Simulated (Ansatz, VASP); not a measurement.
## One calculation of N, two programs

File INCAR:

```
PREC = Accurate
ENCUT = 520
EDIFF = 1E-6
ISMEAR = 0
SIGMA = 0.02
LREAL = F
LASPH = T
NELM = 80
ALGO = Normal
ISIF = 2
LWAVE = F
LCHARG = T
GGA = PS
LELF = T
LVHAR = T
NBANDS = 18
```

File KPOINTS:

```
Automatic mesh
0
Gamma
  6 6 4
```

Contents of POSCAR:

```
N
1.0
    4.1032241146     -0.0227530911     -0.0073343297
   -2.0713168123      3.5421005213      0.0073482729
   -0.0123305662      0.0071461236      6.7711622723
N
4
Direct
    0.3434535553      0.6565464447      0.3480474808
    0.3801225092      0.6198774908      0.1583190817
    0.6490911327      0.3509088673      0.8173017771
    0.6273328027      0.3726671973      0.6763316603
```

Input for Ansatz:

```yaml
crystal:
  lattice:
    - [4.1032241146, -0.0227530911, -0.0073343297]
    - [-2.0713168123, 3.5421005213, 0.0073482729]
    - [-0.0123305662, 0.0071461236, 6.7711622723]
  atoms:
    - { symbol: "N", position: [0.3434535553, 0.6565464447, 0.3480474808] }
    - { symbol: "N", position: [0.3801225092, 0.6198774908, 0.1583190817] }
    - { symbol: "N", position: [0.6490911327, 0.3509088673, 0.8173017771] }
    - { symbol: "N", position: [0.6273328027, 0.3726671973, 0.6763316603] }
basis:
  ecutwfc: 420
kpoints:
  mp_grid: { grid: [6, 6, 4] }
hamiltonian:
  xc: pbesol
scf:
  occupations: { method: gaussian, width: 0.02 }
output:
  forces: true
  stress: true
  eigenvalues: true
  populations: true
```

Alike in both runs: task single point; functional PBEsol; k mesh 6 × 6 × 4; occupations gaussian, width 0.02 eV; no spin polarisation.

|  | VASP | Ansatz |
| --- | --- | --- |
| version | VASP 6.6.1 | Ansatz 0.2.0 |
| potentials or method | VASP PAW PBE potentials, release 64 (N), cutoff 520 eV | scalar-relativistic, plane waves, PAW |
| valence electrons in the cell | 20 | 20 |

```csv
,VASP,Ansatz,Ansatz less VASP
gap on the k mesh at the Fermi level (eV),5.33,5.38,+0.049
least direct gap on the mesh (eV),5.46,5.50,+0.044
pressure (GPa),9.9,6.5,-3.42
"traceless stress, the component that is largest in VASP (GPa)",19.64,12.34,-7.304
rms of the force components (eV/Å),16.862,14.203,-2.6593
```

VASP's potentials were made for PBE, not for PBEsol. Atom by atom the forces differ by 2.925 eV/Å (rms over components). Ansatz's warnings: near symmetry operations not taken.

Noted on VASP's run: the standard files for N, O and F lose accuracy on very short bonds.
